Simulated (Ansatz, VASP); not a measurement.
**Two plane-wave programs on SiNi3**

```xyz
4
Lattice="3.4612 0.0000 0.0000 0.0000 3.1151 0.0000 0.0000 0.0000 3.4612" Properties=species:S:1:pos:R:3 pbc="T T T"
Si    0.0000    0.0000    0.0000
Ni    0.0000    1.5576    1.7306
Ni    1.7306    0.0000    1.7306
Ni    1.7306    1.5576    0.0000
```

Change from the starting cell: strain -0.1000 x Voigt [0, 1, 0, 0, 0, 0], atoms carried along.

Alike in both runs: task single point; functional PBEsol; k mesh 14 × 14 × 14; occupations gaussian, width 0.15 eV; no spin polarisation.

```csv
,VASP,Ansatz
version,VASP 6.6.1,Ansatz 0.2.0
potentials or method,"VASP PAW PBE potentials, release 64 (Si, Ni), cutoff 520 eV","scalar-relativistic, plane waves, PAW"
valence electrons in the cell,34,58
```

```csv
,VASP,Ansatz,Ansatz less VASP
gap on the k mesh at the Fermi level (eV),none,none,-
pressure (GPa),33.3,33.3,0.00
"traceless stress, the component that is largest in VASP (GPa)",11.43,11.64,+0.209
```

VASP's potentials were made for PBE, not for PBEsol. A gap of «none» marks a metal or a gap that the smearing closes. Both programs put the cell under a high pressure, so it lies far from rest at this level. The functional is the same, so the differences come from potentials, cutoffs and numerics. VASP's potentials hold 34 valence electrons a cell and Ansatz's 58, so a difference there can come from the potentials and not from the codes.
